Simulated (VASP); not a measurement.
Input of a VASP 6.6.1 run:

File POSCAR:

```
CdF2
1.0
    0.0000000000      2.6241007332      2.6825809990
    2.6825809990      0.0000000000      2.6825809990
    2.6825809990      2.6241007332      0.0000000000
Cd F
1 2
Direct
    0.0000000000      0.0000000000      0.0000000000
    0.2500000000      0.2500000000      0.2500000000
    0.7500000000      0.7500000000      0.7500000000
```

INCAR.step1

```
PREC = Accurate
ENCUT = 520
ISMEAR = 0
SIGMA = 0.01
LREAL = F
LASPH = T
NELM = 100
NBANDS = 20
GGA = PE
ALGO = Normal
EDIFF = 1E-4
LWAVE = T
LCHARG = F
```

File INCAR.step2:

```
PREC = Accurate
ENCUT = 520
EDIFF = 1E-7
ISMEAR = 0
SIGMA = 0.01
LREAL = F
LASPH = T
NELM = 100
ALGO = Normal
ISIF = 2
LWAVE = F
LCHARG = F
METAGGA = R2SCAN
LMIXTAU = T
NBANDS = 20
ISTART = 1
```

The input KPOINTS:

```
regular mesh
0
Gamma
  8 8 8
```

Potentials or basis: VASP PAW PBE potentials, release 64 (Cd, F).

Command:

```console
$ cat potpaw_PBE.64/Cd/POTCAR potpaw_PBE.64/F/POTCAR > POTCAR
$ cp INCAR.step1 INCAR
$ mpirun -np 1 vasp_std > vasp.out
$ cp INCAR.step2 INCAR
$ mpirun -np 1 vasp_std > vasp.out
```

(1) Estimate the band gap on the k mesh.

(2) Estimate the pressure.

Results:

(1) 3.86 eV (least direct gap 4.30 eV).

(2) 5.5 GPa.

Caveat: the cell differs from its parent crystal (uniaxial y strain -2.2%); the cell stands under pressure; the PAW data sets were made with another functional, which shifts forces and pressure a little.
